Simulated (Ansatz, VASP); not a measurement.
One calculation of SnO2, two programs

```
Sn O
1.0
     5.16980    0.00000    0.00000
     0.00000    5.16980    0.00000
     0.00000    0.00000    5.16980
Sn O
4 8
Direct
  0.00000 0.50000 0.50000
  0.50000 0.50000 0.00000
  0.50000 0.00000 0.50000
  0.00000 0.00000 0.00000
  0.33909 0.16091 0.83909
  0.16091 0.83909 0.33909
  0.83909 0.33909 0.16091
  0.66091 0.66091 0.66091
  0.33909 0.33909 0.33909
  0.16091 0.66091 0.83909
  0.83909 0.16091 0.66091
  0.66091 0.83909 0.16091
```

Alike in both runs: functional PBE; k mesh 8 × 8 × 8; occupations gaussian, width 0.02 eV; no spin polarisation.

Ansatz relaxed the structure, and its values are those at the end. VASP's run is a single point on that final structure, the one shown.

```csv
,VASP,Ansatz
version,VASP 6.6.1,Ansatz 0.2.0
potentials or method,"VASP PAW PBE potentials, release 64 (Sn_d, O), cutoff 520 eV","scalar-relativistic, plane waves, PAW"
valence electrons in the cell,104,104
```

Ansatz gave:

```
gap on the k mesh at the Fermi level (eV) : 0.59
least direct gap on the mesh (eV)         : 0.66
pressure (GPa)                            : 0.0
```

Which values does VASP return?

gap on the k mesh at the Fermi level (eV): 0.58; least direct gap on the mesh (eV): 0.65; pressure (GPa): 0.6.

The functional is the same, so the differences come from potentials, cutoffs and numerics.
